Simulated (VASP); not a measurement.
# Fe5CoGe6 (Pmmm) in VASP: single point with PBE

Aim: the single point of Fe5CoGe6 with PBE.

Program: VASP 6.6.1. These are calculated values, not measurements. Logs are shortened: lines on timing, memory, paths and dates and some standing lists are left out, and cuts for length are marked.

### 1 The cell of the first run

The structure is orthorhombic, space group Pmmm (No. 47). Conventional cell: a = 4.026 Å, b = 4.936 Å, c = 8.658 Å, α = 90.00°, β = 90.00°, γ = 90.00°. Co (site symmetry mmm) has 6 Ge at 2.46 to 2.47 Å and 4 Fe at 2.52 Å within 3.3 Å. Ge (site symmetry mmm) has 2 Co at 2.47 Å and 4 Fe at 2.52 Å within 3.3 Å. Ge (site symmetry mmm) has 6 Fe at 2.46 to 2.47 Å within 3.3 Å. Within 3.2 Å of Ge (site symmetry mm2) lie 6 Fe at 2.46 to 2.49 Å and 3 Ge at 2.86 to 2.93 Å. Within 3.3 Å of Ge (site symmetry mm2) lie 2 Co at 2.46 Å and 4 Fe at 2.48 Å and 3 Ge at 2.84 to 2.86 Å. Within 3.3 Å of Fe (site symmetry mmm) lie 4 Fe at 2.47 Å and 6 Ge at 2.47 to 2.49 Å. Within 3.2 Å of Fe (site symmetry m) lie 6 Ge at 2.46 to 2.52 Å and 3 Fe at 2.46 to 2.48 Å and 1 Co at 2.52 Å.

### 2 Single point, PBE, collinear spin, ferromagnetic start

INCAR reads:

```
PREC = Accurate
ENCUT = 520
EDIFF = 1E-6
ISMEAR = 0
SIGMA = 0.1
LREAL = False
LASPH = True
NELM = 150
ALGO = Fast
ISIF = 2
LWAVE = False
LCHARG = False
ISPIN = 2
MAGMOM = 0 0 0 0 0 0 0 1.6 1.6 1.6 1.6 1.6
LORBIT = 11
LMAXMIX = 4
GGA = PE
NBANDS = 82
KPAR = 4
```

KPOINTS reads:

```
regular mesh
0
Gamma
  4 4 2
```

POSCAR reads:

```
Fe5CoGe6
1.0
    4.0256031000      0.0000000000      0.0000000000
    0.0000000000      4.9362651000      0.0000000000
    0.0000000000      0.0000000000      8.6581132000
Co Ge Fe
1 6 5
Direct
    0.0000000000      0.5000000000      0.0000000000
    0.0000000000      0.0000000000      0.0000000000
    0.0000000000      0.5000000000      0.5000000000
    0.5000000000      0.0000000000      0.3309140000
    0.5000000000      0.5000000000      0.8360920000
    0.5000000000      0.5000000000      0.1639080000
    0.5000000000      0.0000000000      0.6690860000
    0.0000000000      0.0000000000      0.5000000000
    0.0000000000      0.2507490000      0.2536590000
    0.0000000000      0.7492510000      0.7463410000
    0.0000000000      0.7492510000      0.2536590000
    0.0000000000      0.2507490000      0.7463410000
```

Potentials or basis: VASP PAW PBE potentials, release 64 (Co, Ge_d, Fe).

Launch:

```console
$ cat potpaw_PBE.64/Co/POTCAR potpaw_PBE.64/Ge_d/POTCAR potpaw_PBE.64/Fe/POTCAR > POTCAR
$ mpirun -np 4 vasp_std > vasp.out
```

OUTCAR:

```text
PREC = Accurate
   ENCUT = 520
   EDIFF = 1E-6
   ISMEAR = 0
   LREAL = False
   LASPH = True
   NELM = 150
   ISIF = 2
   ISPIN = 2
   LORBIT = 11
   GGA = PE

 ion  position               nearest neighbor table
   1  0.000  0.500  0.000-   5 2.46   6 2.46   5 2.46   6 2.46   2 2.47   2 2.47  12 2.52   9 2.52
                            10 2.52  11 2.52
   2  0.000  0.000  0.000-   1 2.47   1 2.47  10 2.52  11 2.52  12 2.52   9 2.52
   3  0.000  0.500  0.500-   9 2.46  10 2.46  11 2.46  12 2.46   8 2.47   8 2.47
   4  0.500  0.000  0.331-   9 2.46  11 2.46   9 2.46  11 2.46   8 2.49   8 2.49   6 2.86   6 2.86

   5  0.500  0.500  0.836-   1 2.46   1 2.46  12 2.48  10 2.48  10 2.48  12 2.48   6 2.84   7 2.86
                             7 2.86
   6  0.500  0.500  0.164-   1 2.46   1 2.46  11 2.48   9 2.48   9 2.48  11 2.48   5 2.84   4 2.86
                             4 2.86
   7  0.500  0.000  0.669-  10 2.46  12 2.46  10 2.46  12 2.46   8 2.49   8 2.49   5 2.86   5 2.86

   8  0.000  0.000  0.500-   9 2.47  10 2.47  11 2.47  12 2.47   3 2.47   3 2.47   7 2.49   4 2.49
                             4 2.49   7 2.49
   9  0.000  0.251  0.254-   4 2.46   4 2.46  11 2.46   3 2.46   8 2.47  11 2.48   6 2.48   6 2.48
                             1 2.52   2 2.52
  10  0.000  0.749  0.746-   7 2.46   7 2.46  12 2.46   3 2.46   8 2.47  12 2.48   5 2.48   5 2.48
                             1 2.52   2 2.52
  11  0.000  0.749  0.254-   4 2.46   4 2.46   9 2.46   3 2.46   8 2.47   9 2.48   6 2.48   6 2.48
                             1 2.52   2 2.52
  12  0.000  0.251  0.746-   7 2.46   7 2.46  10 2.46   3 2.46   8 2.47  10 2.48   5 2.48   5 2.48
                             1 2.52   2 2.52

  LATTYP: Found a simple orthorhombic cell.
 ALAT       =     4.0256031000
 B/A-ratio  =     1.2262175325
 C/A-ratio  =     2.1507617579

  Lattice vectors:

 A1 = (   4.0256031000,   0.0000000000,   0.0000000000)
 A2 = (   0.0000000000,   4.9362651000,   0.0000000000)
 A3 = (   0.0000000000,   0.0000000000,   8.6581132000)

Analysis of symmetry for initial positions (statically):
=====================================================================
 Subroutine PRICEL returns:
 Original cell was already a primitive cell.

 Routine SETGRP: Setting up the symmetry group for a
 simple orthorhombic supercell.

 Subroutine GETGRP returns: Found  8 space group operations
 (whereof  8 operations were pure point group operations)
 out of a pool of  8 trial point group operations.

The static configuration has the point symmetry D_2h.

Analysis of symmetry for dynamics (positions and initial velocities):
=====================================================================
 Subroutine PRICEL returns:
 Original cell was already a primitive cell.

 Routine SETGRP: Setting up the symmetry group for a
 simple orthorhombic supercell.

 Subroutine GETGRP returns: Found  8 space group operations
 (whereof  8 operations were pure point group operations)
 out of a pool of  8 trial point group operations.

The dynamic configuration has the point symmetry D_2h.

Analysis of structural, dynamic, and magnetic symmetry:
=====================================================================
 Subroutine PRICEL returns:
 Original cell was already a primitive cell.

 Routine SETGRP: Setting up the symmetry group for a
 simple orthorhombic supercell.

 Subroutine GETGRP returns: Found  8 space group operations
 (whereof  8 operations were pure point group operations)
 out of a pool of  8 trial point group operations.

The overall configuration has the point symmetry D_2h.

 Subroutine INISYM returns: Found  8 space group operations
 (whereof  8 operations are pure point group operations),
 and found     1 'primitive' translations

----------------------------------------------------------------------------------------

                                     Primitive cell

  volume of cell :     172.0492

  direct lattice vectors                    reciprocal lattice vectors
     4.025603100  0.000000000  0.000000000     0.248409984  0.000000000  0.000000000
     0.000000000  4.936265100  0.000000000     0.000000000  0.202582313  0.000000000
     0.000000000  0.000000000  8.658113200     0.000000000  0.000000000  0.115498605

  length of vectors
     4.025603100  4.936265100  8.658113200     0.248409984  0.202582313  0.115498605

  position of ions in fractional coordinates (direct lattice)
     0.000000000  0.500000000  0.000000000
     0.000000000  0.000000000  0.000000000
     0.000000000  0.500000000  0.500000000
     0.500000000  0.000000000  0.330914000
     0.500000000  0.500000000  0.836092000
     0.500000000  0.500000000  0.163908000
     0.500000000  0.000000000  0.669086000
     0.000000000  0.000000000  0.500000000
     0.000000000  0.250749000  0.253659000
[... 47 lines left out ...]
  0.000000  0.000000  0.000000      1.000000
  0.250000  0.000000  0.000000      2.000000
  0.500000  0.000000  0.000000      1.000000
  0.000000  0.250000  0.000000      2.000000
  0.250000  0.250000  0.000000      4.000000
  0.500000  0.250000  0.000000      2.000000
[... 10 lines left out ...]
  0.250000  0.500000  0.500000      2.000000
  0.500000  0.500000  0.500000      1.000000
   k-points           NKPTS =     18   k-points in BZ     NKDIM =     18   number of bands    NBANDS=     82
   number of dos      NEDOS =    301   number of ions     NIONS =     12
   total plane-waves  NPLWV =  76800
   dimension x,y,z NGX =    30 NGY =   40 NGZ =   64
   dimension x,y,z NGXF=    60 NGYF=   80 NGZF=  128
   ions per type =               1   6   5
   NGX,Y,Z   is equivalent  to a cutoff of  12.39, 13.47, 12.29 a.u.
   NGXF,Y,Z  is equivalent  to a cutoff of  24.78, 26.94, 24.58 a.u.
 SYSTEM =  unknown system
   PREC   = accura    normal or accurate (medium, high low for compatibility)
   ISTART =      0    job   : 0-new  1-cont  2-samecut
   ICHARG =      2    charge: 1-file 2-atom 10-const
   ISPIN  =      2    spin polarized calculation?
   LNONCOLLINEAR =      F non collinear calculations
   LSORBIT =      F    spin-orbit coupling
   LASPH  =      T    aspherical Exc in radial PAW
   ENCUT  =  520.0 eV  38.22 Ry    6.18 a.u.   7.48  9.18 16.10*2*pi/ulx,y,z
   NELM   =    150;   NELMIN=  2; NELMDL= -5     # of ELM steps
   EDIFF  = 0.1E-05   stopping-criterion for ELM
   LREAL  =      F    real-space projection
   EDIFFG = 0.1E-04   stopping-criterion for IOM
   NSW    =      0    number of steps for IOM
   IBRION =     -1    ionic relax: 0-MD 1-quasi-New 2-CG
   NFREE  =      0    steps in history (QN), initial steepest desc. (CG)
   ISIF   =      2    stress and relaxation
   ISYM   =      2    0-nonsym 1-usesym 2-fastsym
   POTIM  = 0.5000    time-step for ionic-motion
   TEBEG  =    0.0;   TEEND  =   0.0 temperature during run
   PSTRESS=    0.0 pullay stress
   NELECT =     133.0000    total number of electrons
   NUPDOWN=      -1.0000    fix difference up-down
   EMIN   =  10.00;   EMAX   =-10.00  energy-range for DOS
   EFERMI =   0.00;   METHOD = LEGACY
   ISMEAR =     0;   SIGMA  =   0.10  broadening in eV -4-tet -1-fermi 0-gaus
   EFERMI_NEDOS =   21; number of points for ismear=-14 and -15
   IALGO  =     68    algorithm
   IMIX   =      4    mixing-type and parameters
     AMIX     =   0.40;   BMIX     =  1.00
     AMIX_MAG =   1.60;   BMIX_MAG =  1.00
  volume/ion in A,a.u.               =      14.34        96.75
  Fermi-wavevector in a.u.,A,eV,Ry     =   1.502477  2.839270 30.714294  2.257437
  Thomas-Fermi vector in A             =   2.613712
   LORBIT       =     11    0 simple, 1 ext, 2 COOP (PROOUT), +10 PAW based schemes
   GGA     = PE    functional components
   LHFCALC =     F    Hartree Fock is set to
   AEXX    =    0.0000 exact exchange contribution
   IVDW    =     0    specifies the selected vdW correction
   LEPSILON=     F    determine dielectric tensor
   LRPA    =     F    only Hartree local field effects (RPA)
 spin polarized calculation
 RMM-DIIS sequential band-by-band and
 Gauss-broadening in eV      SIGMA  =   0.10
  energy-cutoff  :      520.00
  volume of cell :      172.05
 maximum number of plane-waves:      4666
 NGX is ok and might be reduce to    30
   NGX = 15   NGY = 19   NGZ = 33

 number of electron     132.9999937 magnetization       6.7023373

 Free energy of the ion-electron system (eV)
  ---------------------------------------------------
  ext. energy  EPLUGINS =         0.00000000
  ---------------------------------------------------
  free energy    TOTEN  =       -76.90127303 eV

  energy without entropy =      -76.84480245  energy(sigma->0) =      -76.87303774

 E-fermi :   7.3103     XC(G=0): -12.1106

 val. band max:        7.3002467905   @ k =   0.2500   0.2500   0.5000
 cond. band min:       7.3215529584   @ k =   0.0000   0.0000   0.0000
 fundamental gap:      0.0213061679
 Fermi energy:         7.3102658284

 spin component 1

 k-point     1 :       0.0000    0.0000    0.0000
  band No.  band energies     occupation
      1     -17.6586      1.00000
      2     -17.6281      1.00000
      3     -17.5890      1.00000
      4     -17.5836      1.00000
      5     -17.5645      1.00000
      6     -17.5591      1.00000
[... 1447 lines left out ...]
     77      10.5821      0.00000
     78      10.6004      0.00000
 Fermi energy:         7.3102658284

 spin component 2

 k-point     1 :       0.0000    0.0000    0.0000
  band No.  band energies     occupation
      1     -17.6518      1.00000
      2     -17.6323      1.00000
      3     -17.5903      1.00000
      4     -17.5841      1.00000
      5     -17.5721      1.00000
      6     -17.5702      1.00000
[... 1447 lines left out ...]
     77      10.7189      0.00000
     78      10.9377      0.00000
 [bands above 78 left out]

------------------------ aborting loop because EDIFF is reached ----------------------------------------

  FORCE on cell =-STRESS in cart. coord.  units (eV):
  Direction    XX          YY          ZZ          XY          YZ          ZX
  --------------------------------------------------------------------------------------
  -------------------------------------------------------------------------------------
  Total       -0.3318999      0.1946479      0.5235384      0.0000000      0.0000000      0.0000000
  in kB       -3.0907579      1.8126240      4.8753568      0.0000000      0.0000000      0.0000000
  external PRESSURE =       1.1990743 kB  Pullay stress =       0.0000000 kB

 VOLUME and BASIS-vectors are now :
 -----------------------------------------------------------------------------
  energy-cutoff  :      520.00
  volume of cell :      172.05
      direct lattice vectors                 reciprocal lattice vectors
     4.025603100  0.000000000  0.000000000     0.248409984  0.000000000  0.000000000
     0.000000000  4.936265100  0.000000000     0.000000000  0.202582313  0.000000000
     0.000000000  0.000000000  8.658113200     0.000000000  0.000000000  0.115498605

 POSITION                                       TOTAL-FORCE (eV/Angst)
 -----------------------------------------------------------------------------------
      0.00000      2.46813      0.00000        -0.000000     -0.000000      0.000000
      0.00000      0.00000      0.00000        -0.000000     -0.000000      0.000000
      0.00000      2.46813      4.32906        -0.000000     -0.000000      0.000000
      2.01280      0.00000      2.86509        -0.000000     -0.000000     -0.027852
      2.01280      2.46813      7.23898        -0.000000     -0.000000      0.034932
      2.01280      2.46813      1.41913        -0.000000     -0.000000     -0.034932
      2.01280      0.00000      5.79302        -0.000000     -0.000000      0.027852
      0.00000      0.00000      4.32906        -0.000000     -0.000000      0.000000
      0.00000      1.23776      2.19621         0.000000      0.111379     -0.000312
      0.00000      3.69850      6.46190        -0.000000     -0.111379      0.000312
      0.00000      3.69850      2.19621        -0.000000     -0.111379     -0.000312
      0.00000      1.23776      6.46190         0.000000      0.111379      0.000312
 -----------------------------------------------------------------------------------
    total drift:                                0.000000      0.000000      0.000000

  FREE ENERGIE OF THE ION-ELECTRON SYSTEM (eV)
  ---------------------------------------------------
  free  energy   TOTEN  =       -76.9012730304 eV

  energy  without entropy=      -76.8448024516  energy(sigma->0) =      -76.87303774

 total charge

# of ion       s       p       d       tot
------------------------------------------
    1        0.430   0.539   7.473   8.442
    2        1.150   1.101  10.055  12.306
    3        1.151   1.159  10.060  12.370
    4        1.128   1.199  10.086  12.413
    5        1.125   1.182  10.083  12.390
    6        1.125   1.182  10.083  12.390
    7        1.128   1.199  10.086  12.413
    8        0.445   0.576   6.407   7.428
    9        0.438   0.569   6.429   7.436
   10        0.438   0.569   6.429   7.436
   11        0.438   0.569   6.429   7.436
   12        0.438   0.569   6.429   7.436
--------------------------------------------------
tot          9.433  10.414 100.049 119.897

 magnetization (x)

# of ion       s       p       d       tot
------------------------------------------
    1       -0.006  -0.011  -0.039  -0.056
    2        0.003  -0.036   0.004  -0.029
    3        0.002  -0.089   0.010  -0.076
    4       -0.003  -0.054  -0.000  -0.058
    5       -0.006  -0.038  -0.001  -0.044
    6       -0.006  -0.038  -0.001  -0.044
    7       -0.003  -0.054  -0.000  -0.058
    8        0.006   0.003   1.545   1.554
    9        0.006   0.004   1.377   1.386
   10        0.006   0.004   1.377   1.386
   11        0.006   0.004   1.377   1.386
   12        0.006   0.004   1.377   1.386
--------------------------------------------------
tot          0.012  -0.303   7.024   6.733
```

It took 9.2 min on 4 MPI ranks of Oxide Virtual Turin-like, shared host; peak memory 0.54 GiB.

What came out:

```
Free energy                                           : -76.9013 eV
Pressure                                              : 0.1 GPa
Largest force                                         : 0.111 eV/Å
Net moment                                            : 6.70 μB per cell
Site moments                                          : Co -0.06; Ge -0.03, -0.08, -0.06, -0.04 (each value once); Fe +1.55, +1.39 (each value once) μB
Valence electrons inside the program's atomic spheres : Co 8.44; Ge 12.31, 12.37, 12.41, 12.39 (each value once); Fe 7.43, 7.44 (each value once)
```

Forces in eV/Å, atoms in the order of the input:
```
Co   0.000  0.000  0.000
Ge   0.000  0.000  0.000
Ge   0.000  0.000  0.000
Ge   0.000  0.000 -0.028
Ge   0.000  0.000  0.035
Ge   0.000  0.000 -0.035
Ge   0.000  0.000  0.028
Fe   0.000  0.000  0.000
Fe   0.000  0.111  0.000
Fe   0.000 -0.111  0.000
Fe   0.000 -0.111  0.000
Fe   0.000  0.111  0.000
```

Levels at points of the mesh, in eV from the Fermi level:
Spin up:
| k point | band 66 | band 67 | band 68 | band 69 | band 70 | band 71 | band 72 | band 73 | band 74 | band 75 |
| --- | --- | --- | --- | --- | --- | --- | --- | --- | --- | --- |
| (0.00, 0.00, 0.00) | -1.10 | -1.06 | -0.08 | 0.30 | 0.59 | 0.61 | 1.04 | 1.29 | 1.39 | 1.50 |
| (0.50, 0.00, 0.00) | -1.28 | -1.28 | -1.27 | -1.26 | -1.13 | -0.91 | -0.73 | -0.50 | 0.04 | 0.17 |
| (0.00, 0.50, 0.00) | -0.97 | 0.43 | 0.44 | 0.48 | 0.63 | 0.63 | 0.77 | 1.84 | 1.90 | 2.39 |
| (0.50, 0.50, 0.00) | -1.21 | -1.17 | -1.11 | -1.06 | -1.04 | -0.95 | -0.85 | 0.61 | 0.62 | 1.96 |
| (0.00, 0.00, 0.50) | -1.09 | -0.67 | -0.35 | 0.37 | 0.44 | 0.59 | 0.60 | 1.70 | 1.79 | 1.94 |
| (0.50, 0.00, 0.50) | -1.24 | -1.21 | -1.13 | -1.01 | -1.01 | -0.89 | -0.61 | -0.24 | -0.05 | 0.68 |
| (0.00, 0.50, 0.50) | -1.02 | 0.50 | 0.54 | 0.55 | 0.68 | 0.89 | 1.15 | 1.52 | 1.55 | 1.94 |
| (0.50, 0.50, 0.50) | -1.21 | -1.13 | -1.12 | -1.07 | -1.04 | -1.02 | -0.99 | 0.08 | 0.11 | 1.08 |
Spin down:
```tsv
k point	band 60	band 61	band 62	band 63	band 64	band 65	band 66	band 67
(0.00, 0.00, 0.00)	-0.47	0.01	0.06	0.18	0.29	0.30	0.51	0.52
(0.50, 0.00, 0.00)	-0.79	-0.60	-0.59	-0.57	-0.49	-0.48	-0.38	0.12
(0.00, 0.50, 0.00)	-0.64	-0.58	-0.32	-0.28	0.19	0.26	0.58	0.84
(0.50, 0.50, 0.00)	-0.80	-0.63	-0.57	-0.49	-0.49	-0.40	-0.28	-0.17
(0.00, 0.00, 0.50)	-0.25	0.06	0.06	0.12	0.44	0.47	0.51	0.51
(0.50, 0.00, 0.50)	-0.70	-0.58	-0.58	-0.48	-0.44	-0.37	0.08	0.19
(0.00, 0.50, 0.50)	-0.74	-0.32	-0.30	-0.25	-0.01	0.10	0.33	1.33
(0.50, 0.50, 0.50)	-0.98	-0.88	-0.68	-0.64	-0.46	-0.22	-0.08	0.02
```

Caveat: the k points lie up to 0.39 Å⁻¹ apart.
